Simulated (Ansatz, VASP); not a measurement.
## Si2W: VASP beside Ansatz

```
Si W
1.0
     4.61685    0.00000    0.00000
    -2.30843    3.99831    0.00000
     0.00000    0.00000    6.65322
Si W
6 3
Direct
  0.83637 0.67275 0.50000
  0.16363 0.83637 0.83333
  0.67275 0.83637 0.16667
  0.16363 0.32725 0.50000
  0.83637 0.16363 0.83333
  0.32725 0.16363 0.16667
  0.00000 0.50000 0.16667
  0.50000 0.50000 0.83333
  0.50000 0.00000 0.50000
```

Alike in both runs: task single point; functional LDA; k mesh 6 × 6 × 4; occupations gaussian, width 0.1 eV; no spin polarisation.

```csv
,VASP,Ansatz
version,VASP 6.6.1,Ansatz 0.2.0
potentials or method,"VASP PAW LDA potentials, release 64 (Si, W_sv), cutoff 520 eV","scalar-relativistic, plane waves, PAW"
valence electrons in the cell,66,66
```

VASP gave:

```
gap on the k mesh at the Fermi level (eV)                     : none
pressure (GPa)                                                : -8.6
traceless stress, the component that is largest in VASP (GPa) : -0.30
rms of the force components (eV/Å)                            : 0.024
```

Task: Estimate Ansatz's values.

Result: gap on the k mesh at the Fermi level (eV): none; pressure (GPa): -9.2; traceless stress, the component that is largest in VASP (GPa): -0.30; rms of the force components (eV/Å): 0.027.

Ansatz warns that its potentials were made for another functional, while VASP's fit it. LDA's correlation is that of Perdew and Zunger in VASP and of Perdew and Wang (1992) in Ansatz. Atom by atom the forces differ by 0.003 eV/Å (rms over components). A gap of «none» marks a metal or a gap that the smearing closes.

Neither program's run includes spin-orbit coupling.
